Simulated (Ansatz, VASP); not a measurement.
SnO in VASP and in Ansatz

```
Sn O
1.0
     3.79259    0.00000    0.00000
     0.00000    3.79259    0.00000
     0.00000    0.00000    4.80597
Sn O
2 2
Cartesian
  0.0000 1.8963 1.1482
  1.8963 0.0000 3.6577
  1.8963 1.8963 0.0000
  0.0000 0.0000 0.0000
```

Change from the starting cell: uniaxial_z strain +1.0%.

Alike in both runs: task single point; functional r2SCAN; k mesh 6 × 6 × 6; occupations fermi-dirac, width 0.02 eV; no spin polarisation.

|  | VASP | Ansatz |
| --- | --- | --- |
| version | VASP 6.6.1 | Ansatz 0.2.0 |
| potentials or method | VASP PAW PBE potentials, release 64 (Sn_d, O_h) | plane waves, PAW |
| plane-wave cutoff (eV) | 910 | 500 |
| valence electrons in the cell | 40 | 40 |

|  | VASP | Ansatz | Ansatz less VASP |
| --- | --- | --- | --- |
| rms of the force components (eV/Å) | 0.044 | 0.010 | -0.0346 |

VASP's potentials were made for PBE, not for r2SCAN. Atom by atom the forces differ by 0.054 eV/Å (rms over components). With one functional, cell and mesh, what is left measures potentials, basis and numerics.

Noted on VASP's run: the cutoff is short for stress, so the pressure is rough.
